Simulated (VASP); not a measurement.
# CuO (Tenorite) (Cc) in VASP: further runs, part 2 of 2

VASP 6.6.1. The steps go on from the part before.

## (3) Relaxation of cell and atoms, PBEsol, target pressure 30 GPa, at which the enthalpy is minimised

This run uses another cell than the first one, of 10.16 Å³/atom, 1.020 times its volume.

The input, INCAR:

```
SYSTEM = CuO
PREC = Accurate
ENCUT = 600
EDIFF = 1E-6
ISMEAR = -1
SIGMA = 0.05
LREAL = .False.
LASPH = .True.
NELM = 100
ALGO = Normal
ISIF = 3
LWAVE = .False.
LCHARG = .False.
GGA = PS
IBRION = 2
NSW = 60
EDIFFG = -0.01
PSTRESS = 300.0
```

The input, KPOINTS:

```
regular mesh
0
Gamma
  10 10 5
  0 0 0
```

The input, POSCAR:

```
CuO
1.0
    2.3446500000     -1.7134000000      0.0000000000
    2.3446500000      1.7134000000      0.0000000000
   -0.8605543552      0.0000000000      5.0594363927
Cu O
2 2
Direct
    0.4968000000      0.0032000000      0.5000000000
    0.0032000000      0.4968000000      0.0000000000
    0.4056000000      0.5714000000      0.7537000000
    0.5714000000      0.4056000000      0.2537000000
```

Potentials or basis: VASP PAW PBE potentials, release 64 (Cu, O).

Started as:

```sh
$ cat potpaw_PBE.64/Cu/POTCAR potpaw_PBE.64/O/POTCAR > POTCAR
$ mpirun -np 1 vasp_std > vasp.out
```

OUTCAR:

```text
SYSTEM = CuO
   PREC = Accurate
   ENCUT = 600
   EDIFF = 1E-6
   ISMEAR = -1
   LREAL = .False.
   LASPH = .True.
   NELM = 100
   ISIF = 3
   GGA = PS
   IBRION = 2
   NSW = 60
   EDIFFG = -0.01
   PSTRESS = 300.0

 ion  position               nearest neighbor table
   1  0.497  0.003  0.500-   4 1.91   3 1.93   4 1.98   3 2.02
   2  0.003  0.497  0.000-   3 1.91   4 1.93   3 1.98   4 2.02
   3  0.406  0.571  0.754-   2 1.91   1 1.93   2 1.98   1 2.02
   4  0.571  0.406  0.254-   1 1.91   2 1.93   1 1.98   2 2.02

  LATTYP: Found a base centered monoclinic cell.
 ALAT       =     4.6893000000
 B/A-ratio  =     0.7307700510
 C/A-ratio  =     1.0944277397
 COS(beta)  =    -0.1676807457

  Lattice vectors:

 A1 = (   2.3446500000,  -1.7134000000,   0.0000000000)
 A2 = (   2.3446500000,   1.7134000000,   0.0000000000)
 A3 = (  -0.8605543552,   0.0000000000,   5.0594363927)

Analysis of symmetry for initial positions (statically):
=====================================================================
 Subroutine PRICEL returns:
 Original cell was already a primitive cell.

 Routine SETGRP: Setting up the symmetry group for a
 base centered monoclinic supercell.

 Subroutine GETGRP returns: Found  2 space group operations
 (whereof  1 operations were pure point group operations)
 out of a pool of  4 trial point group operations.

The static configuration has the point symmetry C_1 .
 The point group associated with its full space group is C_1h.

Analysis of symmetry for dynamics (positions and initial velocities):
=====================================================================
 Subroutine PRICEL returns:
 Original cell was already a primitive cell.

 Routine SETGRP: Setting up the symmetry group for a
 base centered monoclinic supercell.

 Subroutine GETGRP returns: Found  2 space group operations
 (whereof  1 operations were pure point group operations)
 out of a pool of  4 trial point group operations.

The dynamic configuration has the point symmetry C_1 .
 The point group associated with its full space group is C_1h.

 Subroutine INISYM returns: Found  2 space group operations
 (whereof  1 operations are pure point group operations),
 and found     1 'primitive' translations

----------------------------------------------------------------------------------------

                                     Primitive cell

  volume of cell :      40.6508

  direct lattice vectors                    reciprocal lattice vectors
     2.344650000 -1.713400000  0.000000000     0.213251445 -0.291817439  0.036271720
     2.344650000  1.713400000  0.000000000     0.213251445  0.291817439  0.036271720
    -0.860554355  0.000000000  5.059436393     0.000000000  0.000000000  0.197650474

  length of vectors
     2.903984019  2.903984019  5.132100000     0.363248171  0.363248171  0.197650474

  position of ions in fractional coordinates (direct lattice)
     0.496800000  0.003200000  0.500000000
     0.003200000  0.496800000  0.000000000
     0.405600000  0.571400000  0.753700000
     0.571400000  0.405600000  0.253700000

  ion indices of the primitive-cell ions
   primitive index   ion index
                 1           1
                 2           2
                 3           3
                 4           4

----------------------------------------------------------------------------------------

[... 55 lines left out ...]
   dimension x,y,z NGXF=    48 NGYF=   48 NGZF=   84
   ions per type =               2   2
   NGX,Y,Z   is equivalent  to a cutoff of  13.74, 13.74, 13.61 a.u.
   NGXF,Y,Z  is equivalent  to a cutoff of  27.48, 27.48, 27.21 a.u.
 SYSTEM =  CuO
   PREC   = accura    normal or accurate (medium, high low for compatibility)
   ISTART =      0    job   : 0-new  1-cont  2-samecut
   ICHARG =      2    charge: 1-file 2-atom 10-const
   ISPIN  =      1    spin polarized calculation?
   LNONCOLLINEAR =      F non collinear calculations
   LSORBIT =      F    spin-orbit coupling
   LASPH  =      T    aspherical Exc in radial PAW
   ENCUT  =  600.0 eV  44.10 Ry    6.64 a.u.   5.80  5.80 10.25*2*pi/ulx,y,z
   NELM   =    100;   NELMIN=  2; NELMDL= -5     # of ELM steps
   EDIFF  = 0.1E-05   stopping-criterion for ELM
   LREAL  =      F    real-space projection
   EDIFFG = -.1E-01   stopping-criterion for IOM
   NSW    =     60    number of steps for IOM
   IBRION =      2    ionic relax: 0-MD 1-quasi-New 2-CG
   NFREE  =      1    steps in history (QN), initial steepest desc. (CG)
   ISIF   =      3    stress and relaxation
   ISYM   =      2    0-nonsym 1-usesym 2-fastsym
   POTIM  = 0.5000    time-step for ionic-motion
   TEBEG  =    0.0;   TEEND  =   0.0 temperature during run
   PSTRESS=  300.0 pullay stress
   NELECT =      34.0000    total number of electrons
   NUPDOWN=      -1.0000    fix difference up-down
   EMIN   =  10.00;   EMAX   =-10.00  energy-range for DOS
   EFERMI =   0.00;   METHOD = LEGACY
   ISMEAR =    -1;   SIGMA  =   0.05  broadening in eV -4-tet -1-fermi 0-gaus
   EFERMI_NEDOS =   21; number of points for ismear=-14 and -15
   IALGO  =     38    algorithm
   IMIX   =      4    mixing-type and parameters
     AMIX     =   0.40;   BMIX     =  1.00
     AMIX_MAG =   1.60;   BMIX_MAG =  1.00
  volume/ion in A,a.u.               =      10.16        68.58
  Fermi-wavevector in a.u.,A,eV,Ry     =   1.542451  2.914811 32.370388  2.379156
  Thomas-Fermi vector in A             =   2.648254
   LORBIT       =      0    0 simple, 1 ext, 2 COOP (PROOUT), +10 PAW based schemes
   GGA     = PS    functional components
   LHFCALC =     F    Hartree Fock is set to
   AEXX    =    0.0000 exact exchange contribution
   IVDW    =     0    specifies the selected vdW correction
   LEPSILON=     F    determine dielectric tensor
   LRPA    =     F    only Hartree local field effects (RPA)
 conjugate gradient relaxation of ions
 non-spin polarized calculation
  energy-cutoff  :      600.00
  volume of cell :       40.65
 maximum number of plane-waves:      1369
   NGX = 11   NGY = 11   NGZ = 21

--------------------------------------- Ionic step        1  -------------------------------------------

 number of electron      33.9999993 magnetization

 Free energy of the ion-electron system (eV)
  ---------------------------------------------------
  ext. energy  EPLUGINS =         0.00000000
  ---------------------------------------------------
  free energy    TOTEN  =       -21.30840380 eV

  energy without entropy =      -21.28922471  energy(sigma->0) =      -21.29881425

------------------------ aborting loop because EDIFF is reached ----------------------------------------

  FORCE on cell =-STRESS in cart. coord.  units (eV):
  Direction    XX          YY          ZZ          XY          YZ          ZX
  --------------------------------------------------------------------------------------
  -------------------------------------------------------------------------------------
  Total       -0.6500287     -0.0777235     -0.9384012      0.0000000      0.0000000     -0.2920995
  in kB      -25.6197097     -3.0633313    -36.9853894      0.0000000      0.0000000    -11.5125750
  external PRESSURE =    -321.8894768 kB  Pullay stress =     300.0000000 kB
[... 27 lines left out ...]
--------------------------------------- Ionic step        2  -------------------------------------------

 number of electron      34.0000005 magnetization

 E-fermi :  10.6028     XC(G=0): -14.0397

 val. band max:       10.6018572157   @ k =   0.0000   0.0000   0.4000
 cond. band min:      10.6090840660   @ k =   0.5000  -0.0000   0.4000
 fundamental gap:      0.0072268502
 Fermi energy:        10.6027725066

 k-point     1 :       0.0000    0.0000    0.0000
  band No.  band energies     occupation
      1     -12.9357      2.00000
      2     -10.4339      2.00000
      3      -1.3844      2.00000
      4       2.0921      2.00000
      5       2.5476      2.00000
      6       5.1822      2.00000
[... 642 lines left out ...]
  energy  without entropy=      -20.9642423135  energy(sigma->0) =      -20.97283321

  enthalpy is  TOTEN    =       -14.3117151840 eV   P V=        6.6697089320

[... ionic steps 4 to 39 ...]

--------------------------------------- Ionic step       40  -------------------------------------------

 number of electron      34.0000003 magnetization

------------------------ aborting loop because EDIFF is reached ----------------------------------------
[... 75 lines left out ...]
--------------------------------------- Ionic step       42  -------------------------------------------

 number of electron      34.0000003 magnetization

 Free energy of the ion-electron system (eV)
  ---------------------------------------------------
  ext. energy  EPLUGINS =         0.00000000
  ---------------------------------------------------
  free energy    TOTEN  =       -20.70814356 eV

  energy without entropy =      -20.69234261  energy(sigma->0) =      -20.70024308

 E-fermi :   8.2891     XC(G=0): -13.5249

 val. band max:        8.2855117153   @ k =   0.5000   0.4000   0.4000
 cond. band min:       8.2968884874   @ k =   0.5000  -0.0000   0.2000
 fundamental gap:      0.0113767721
 Fermi energy:         8.2891358652

 k-point     1 :       0.0000    0.0000    0.0000
  band No.  band energies     occupation
      1     -12.8569      2.00000
      2     -11.0800      2.00000
      3      -0.9880      2.00000
      4       2.0857      2.00000
      5       2.1290      2.00000
      6       5.0338      2.00000
[... 602 lines left out ...]
  energy  without entropy=      -20.6923426100  energy(sigma->0) =      -20.70024308

  enthalpy is  TOTEN    =       -14.5489084169 eV   P V=        6.1592351403

 reached required accuracy - stopping structural energy minimisation
```

OSZICAR:

```text
N       E                     dE             d eps       ncg     rms          rms(c)
DAV:   1     0.320866545857E+03    0.32087E+03   -0.18404E+04  6026   0.287E+03
DAV:   2     0.209988298509E+02   -0.29987E+03   -0.28554E+03  5972   0.465E+02
[... 365 lines left out ...]
DAV:   1    -0.207079732371E+02   -0.48288E-03   -0.99383E-04  6306   0.304E-01    0.178E-02
DAV:   2    -0.207079727341E+02    0.50295E-06   -0.44213E-05  9412   0.112E-01    0.815E-03
DAV:   3    -0.207079718691E+02    0.86506E-06   -0.13260E-06  4399   0.471E-02
  41 F= -.14548905E+02 E0= -.14541005E+02  d E =-.124774E-03
       N       E                     dE             d eps       ncg     rms          rms(c)
DAV:   1    -0.207081437486E+02   -0.17101E-03   -0.11491E-04  5985   0.968E-02    0.678E-03
DAV:   2    -0.207081435572E+02    0.19137E-06   -0.41939E-06  6413   0.364E-02
  42 F= -.14548908E+02 E0= -.14541008E+02  d E =-.128455E-03
```

CONTCAR:

```text
CuO
   1.00000000000000
     2.4049580197137552   -1.4524370959600255   -0.1475124009063250
     2.4049580197137552    1.4524370959600255   -0.1475124009063250
    -1.2220015493161185    0.0000000000000000    4.7834396573436671
  Cu              O
     2     2
Direct
     0.4938339007484090    0.9944472172252957    0.5018266829965214
     0.9944472172252957    0.4938339007484090    0.0018266829965217
     0.3045035348181578    0.6842153472081342    0.7518733170034806
     0.6842153472081342    0.3045035348181578    0.2518733170034803

  0.00000000E+00  0.00000000E+00  0.00000000E+00
  0.00000000E+00  0.00000000E+00  0.00000000E+00
  0.00000000E+00  0.00000000E+00  0.00000000E+00
  0.00000000E+00  0.00000000E+00  0.00000000E+00
```

Wall time 18 min (1 thread of Intel Xeon 6975P-C (Granite Rapids), shared host); peak memory 0.28 GiB.

What came out:

```yaml
Free_energy: -20.7081 eV
Relaxed_volume: 8.22 Å³/atom
Relaxed_cell: a = 2.813 Å, b = 2.813 Å, c = 4.937 Å, α = 105.21°, β = 105.21°, γ = 62.16°
Space_group_after_relaxing_to_0.05_Å: C2/c (No. 15)
Energy_change_on_relaxing_the_enthalpy_is_what_falls: +150.1 meV/atom
Ionic_steps: 42
Pressure_after_relaxing: 30.1 GPa
Largest_force_after_relaxing: 0.009 eV/Å
Band_gap_on_the_k_mesh: zero (band 17 reaches 8.85 eV, above the bottom of band 18 at 7.91 eV)
```

Forces on the atoms (eV/Å):
```
Cu   0.008 -0.003 -0.002
Cu   0.008  0.003 -0.002
O   -0.008  0.000  0.002
O   -0.008  0.000  0.002
```

Step by step:
| step | energy change (eV) | largest force (eV/Å) | pressure (GPa) | volume (Å³) |
| --- | --- | --- | --- | --- |
| 1 | 0.0000 | 0.7555 | -2.19 | 40.65 |
| 3 | 0.3270 | 0.6993 | 29.05 | 35.62 |
| 5 | 0.3552 | 0.5756 | 30.34 | 35.20 |
| 7 | 0.3128 | 0.3978 | 27.64 | 35.23 |
| 9 | 0.3573 | 0.3261 | 26.22 | 34.75 |
| 11 | 0.5517 | 0.2922 | 32.89 | 33.54 |
| 13 | 0.6162 | 0.1572 | 32.27 | 33.07 |
| 15 | 0.4989 | 0.0844 | 26.53 | 33.61 |
| 17 | 0.5509 | 0.1884 | 30.29 | 33.23 |
| 19 | 0.5470 | 0.1133 | 30.14 | 33.23 |
| 21 | 0.5412 | 0.0772 | 29.77 | 33.25 |
| 23 | 0.5499 | 0.0257 | 30.02 | 33.19 |
| 25 | 0.5550 | 0.0894 | 28.98 | 33.15 |
| 27 | 0.5773 | 0.0178 | 30.31 | 33.02 |
| 29 | 0.5831 | 0.0193 | 30.41 | 32.99 |
| 31 | 0.5721 | 0.0208 | 29.88 | 33.05 |
| 33 | 0.5742 | 0.0261 | 29.72 | 33.04 |
| 35 | 0.5864 | 0.0286 | 29.92 | 32.97 |
| 37 | 0.5932 | 0.0350 | 29.89 | 32.93 |
| 39 | 0.6023 | 0.0069 | 30.26 | 32.88 |
| 41 | 0.6004 | 0.0078 | 30.31 | 32.89 |
| 42 | 0.6003 | 0.0088 | 30.06 | 32.89 |

Final structure:
```
Cu O
1.0
     2.40496   -1.45244   -0.14751
     2.40496    1.45244   -0.14751
    -1.22200    0.00000    4.78344
Cu O
2 2
Direct
  0.49383 0.99445 0.50183
  0.99445 0.49383 0.00183
  0.30450 0.68422 0.75187
  0.68422 0.30450 0.25187
```

Caveat: the cell is relaxed towards a set pressure, so the enthalpy falls and the energy may rise; the volume moved by over 15 % at a fixed basis, so the end points are rough; the PAW data sets were made with another functional, which shifts forces and pressure a little; semilocal functionals often make such compounds metallic where correlation or magnetic order opens a gap, which also shifts bond lengths.

## (4) Single point, PBEsol

This run uses another cell than the first one, of 10.16 Å³/atom, 1.020 times its volume.

The input, INCAR:

```
PREC     = Accurate       # precision mode
ENCUT    = 700            # plane-wave cutoff, eV
EDIFF    = 1E-6           # SCF threshold, eV
ISMEAR   = -1             # smearing method
SIGMA    = 0.05           # smearing width, eV
LREAL    = F              # projectors in reciprocal space
LASPH    = T              # aspherical terms in the spheres
NELM     = 120            # most SCF steps
ALGO     = Normal         # electronic algorithm
ISIF     = 2              # what is computed and relaxed
LWAVE    = F              # write WAVECAR
LCHARG   = F              # write CHGCAR
GGA      = PS             # functional
NBANDS   = 33             # bands
GGA_COMPAT= F
```

The input, KPOINTS:

```
regular mesh
0
Gamma
  8 8 5
```

POSCAR is that of step 3.

Potentials or basis: VASP PAW PBE potentials, release 64 (Cu_sv_GW, O).

Started as:

```sh
$ cat potpaw_PBE.64/Cu_sv_GW/POTCAR potpaw_PBE.64/O/POTCAR > POTCAR
$ mpirun -np 1 vasp_std > vasp.out
```

OUTCAR:

```text
PREC = Accurate
   ENCUT = 700
   EDIFF = 1E-6
   ISMEAR = -1
   LREAL = F
   LASPH = T
   NELM = 120
   ISIF = 2
   GGA = PS

 ion  position               nearest neighbor table
   1  0.497  0.003  0.500-   4 1.91   3 1.93   4 1.98   3 2.02
   2  0.003  0.497  0.000-   3 1.91   4 1.93   3 1.98   4 2.02
   3  0.406  0.571  0.754-   2 1.91   1 1.93   2 1.98   1 2.02
   4  0.571  0.406  0.254-   1 1.91   2 1.93   1 1.98   2 2.02

  LATTYP: Found a base centered monoclinic cell.
 ALAT       =     4.6893000000
[... 1059 lines left out ...]
     33      20.6628      0.00000

 [... further k-points ...]
[... 5 lines left out ...]
  --------------------------------------------------------------------------------------
  -------------------------------------------------------------------------------------
  Total       -1.5150961     -0.8178018     -1.8377388      0.0000000      0.0000000     -0.2545266
  in kB      -59.7147813    -32.2321816    -72.4311619      0.0000000      0.0000000    -10.0317077
  external PRESSURE =     -54.7927083 kB  Pullay stress =       0.0000000 kB

 VOLUME and BASIS-vectors are now :
 -----------------------------------------------------------------------------
  energy-cutoff  :      700.00
  volume of cell :       40.65
      direct lattice vectors                 reciprocal lattice vectors
     2.344650000 -1.713400000  0.000000000     0.213251445 -0.291817439  0.036271720
     2.344650000  1.713400000  0.000000000     0.213251445  0.291817439  0.036271720
    -0.860554355  0.000000000  5.059436393     0.000000000  0.000000000  0.197650474

 POSITION                                       TOTAL-FORCE (eV/Angst)
 -----------------------------------------------------------------------------------
      0.74205     -0.84573      2.52972        -0.604892     -0.327765      0.230031
      1.17233      0.84573      0.00000        -0.604892      0.327765      0.230031
      1.64212      0.28408      3.81330         0.604892     -0.399075     -0.230031
      2.07240     -0.28408      1.28358         0.604892      0.399075     -0.230031
 -----------------------------------------------------------------------------------
    total drift:                               -0.000137      0.000000      0.000014

  FREE ENERGIE OF THE ION-ELECTRON SYSTEM (eV)
  ---------------------------------------------------
  free  energy   TOTEN  =       -21.4821073724 eV

  energy  without entropy=      -21.4649395052  energy(sigma->0) =      -21.47352344
```

stdout:

```text
POSCAR found type information on POSCAR CuO
 POSCAR found :  2 types and       4 ions
 scaLAPACK will be used
 -----------------------------------------------------------------------------
|                                                                             |
|                                                                             |
|     You enforced a specific xc type in the INCAR file but a different       |
|     I HOPE YOU KNOW WHAT YOU ARE DOING!                                     |
|                                                                             |
 -----------------------------------------------------------------------------

 LDA part: xc-table for (Slater+PW92), standard interpolation
 POSCAR, INCAR and KPOINTS ok, starting setup
 FFT: planning ... GRIDC
 FFT: planning ... GRID_SOFT
 FFT: planning ... GRID
 WAVECAR not read
 entering main loop
```

Run time: 97 s. Hardware: 1 thread of Intel Xeon 6975P-C (Granite Rapids), shared host; peak memory 0.32 GiB.

What came out:

- Free energy: -21.4821 eV
- Pressure: -5.5 GPa
- Largest force: 0.760 eV/Å
- Band gap on the k mesh: zero (band 25 reaches 5.76 eV, above the bottom of band 26 at 5.29 eV)

Forces in eV/Å, atoms in the order of the input:
```
Cu  -0.605 -0.328  0.230
Cu  -0.605  0.328  0.230
O    0.605 -0.399 -0.230
O    0.605  0.399 -0.230
```

Caveat: the PAW data sets were made with another functional, which shifts forces and pressure a little; semilocal functionals often make such compounds metallic where correlation or magnetic order opens a gap, which also shifts bond lengths.

## (5) Summary

| task | level | potentials or basis | cell | k mesh | cutoff (eV) | second run | gap on the mesh (eV) | pressure (GPa) | largest force (eV/Å) |
| --- | --- | --- | --- | --- | --- | --- | --- | --- | --- |
| single point | RPBE | VASP PAW PBE potentials, release 64 (Cu_sv_GW, O) | a = 2.884, b = 2.884, c = 5.098 Å, angles 97.8, 97.8, 72.3°, 4 atoms | 10 × 10 × 5 | 700 | valence_matched | none | 12.3 | 0.86 |
| relaxation of cell and atoms | PBEsol | VASP PAW PBE potentials, release 64 (Cu, O) | relaxed to 30 GPa from a = 2.904, b = 2.904, c = 5.132 Å, angles 97.8, 97.8, 72.3°, 4 atoms | 10 × 10 × 5 | 600 | - | none | 30.1 | 0.01 |
| single point | PBEsol | VASP PAW PBE potentials, release 64 (Cu_sv_GW, O) | a = 2.904, b = 2.904, c = 5.132 Å, angles 97.8, 97.8, 72.3°, 4 atoms | 8 × 8 × 5 | 700 | valence_matched | none | -5.5 | 0.76 |

Alike in all rows: no spin polarisation; smearing fermi-dirac 0.05 eV.

Caveats: the PAW data sets were made with another functional, which shifts forces and pressure a little; semilocal functionals often make such compounds metallic where correlation or magnetic order opens a gap, which also shifts bond lengths; the cell is relaxed towards a set pressure, so the enthalpy falls and the energy may rise (some runs); the volume moved by over 15 % at a fixed basis, so the end points are rough (some runs).

Absolute energies hang on the potentials; compare differences alone.
